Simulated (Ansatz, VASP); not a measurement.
## Two plane-wave programs on PtSe2

INCAR

```
PREC = Accurate
ENCUT = 520
EDIFF = 1E-6
ISMEAR = -1
SIGMA = 0.05
LREAL = False
LASPH = True
NELM = 80
ALGO = Normal
ISIF = 2
LWAVE = False
LCHARG = True
GGA = RE
IVDW = 12
LELF = True
LVHAR = True
NBANDS = 18
```

Contents of KPOINTS:

```
Automatic mesh
0
Gamma
  8 8 5
```

The input POSCAR:

```
PtSe2
1.0
    3.7486629704      0.0000000000      0.0000000000
   -1.8743314852      3.2464373626      0.0000000000
    0.0000000000      0.0000000000      5.0955241558
Pt Se
1 2
Direct
    0.0000000000      0.0000000000      0.0000000000
    0.6666666667      0.3333333333      0.7500000000
    0.3333333333      0.6666666667      0.2500000000
```

File input.yaml:

```yaml
crystal:
  lattice:
    - [3.7486629704, 0.0, 0.0]
    - [-1.8743314852, 3.2464373626, 0.0]
    - [0.0, 0.0, 5.0955241558]
  atoms:
    - { symbol: Pt, position: [0.0, 0.0, 0.0] }
    - { symbol: Se, position: [0.6666666667, 0.3333333333, 0.75] }
    - { symbol: Se, position: [0.3333333333, 0.6666666667, 0.25] }
hamiltonian:
  xc: revpbe
  pseudopotentials: { kind: paw }
  dispersion: d3bj
kpoints:
  mp_grid: { grid: [8, 8, 5] }
scf:
  occupations: { method: fermi_dirac, width: 0.05 }
output:
  forces: true
  stress: true
  eigenvalues: true
  write_density: true
  write_potential: true
  elf: true
  volumetric_format: npy
```

Alike in both runs: task single point; functional revPBE; dispersion D3(BJ); k mesh 8 × 8 × 5; occupations fermi-dirac, width 0.05 eV; no spin polarisation.

|  | VASP | Ansatz |
| --- | --- | --- |
| version | VASP 6.6.1 | Ansatz 0.2.0 |
| potentials or method | VASP PAW PBE potentials, release 64 (Pt, Se) | Ansatz PAW |
| plane-wave cutoff (eV) | 520 | 420 |
| valence electrons in the cell | 22 | 50 |

```csv
,VASP,Ansatz,Ansatz less VASP
gap on the k mesh at the Fermi level (eV),none,none,-
pressure (GPa),-0.9,-0.8,+0.04
"traceless stress, the component that is largest in VASP (GPa)",-0.69,-0.69,+0.002
rms of the force components (eV/Å),0.209,0.208,-0.0013
```

VASP's potentials were made for PBE, not for revPBE. Atom by atom the forces differ by 0.001 eV/Å (rms over components). A gap of «none» marks a metal or a gap that the smearing closes. VASP's potentials hold 22 valence electrons a cell and Ansatz's 50, so a difference there can come from the potentials and not from the codes.

Spin-orbit coupling is off throughout.
